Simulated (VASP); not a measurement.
# BeS: single point with PBE

Crystal: BeS.

```
CELL_PARAMETERS angstrom
3.46039 0.00000 0.00000
-1.73019 2.99678 0.00000
0.00000 0.00000 7.70406
ATOMIC_POSITIONS crystal
Be 0.33333 0.66667 0.25000
Be 0.66667 0.33333 0.75000
S 0.66667 0.33333 0.25000
S 0.33333 0.66667 0.75000
```

```
Program             : VASP 6.6.1
Task                : single point
Functional          : PBE
Potentials or basis : VASP PAW PBE potentials, release 64 (Be, S)
Cutoff              : 520 eV
k mesh              : 9 × 9 × 4
Occupations         : gaussian, width 0.01 eV
Spin                : no spin polarisation
```

```yaml
Pressure: 0.0 GPa
Band_gap_on_the_k_mesh: 4.22 eV, indirect (least direct gap 4.33 eV)
```

Levels at points of the mesh, in eV from the valence-band top:
```csv
k point,band 5,band 6,band 7,band 8,band 9,band 10,band 11,band 12
"(0.00, 0.00, 0.00)",-0.64,-0.64,-0.55,-0.55,4.70,6.45,6.45,6.47
"(0.00, 0.00, 0.50)",-0.59,-0.59,-0.59,-0.59,6.09,6.09,6.54,6.54
```

Run time: 38 s on 1 thread of Intel(R) Xeon(R) Platinum 8488C (Sapphire Rapids), on a shared host, peak memory 0.21 GiB.

A k mesh can miss the band edges. A hybrid or GW would open this gap; PBE tends to underestimate it.
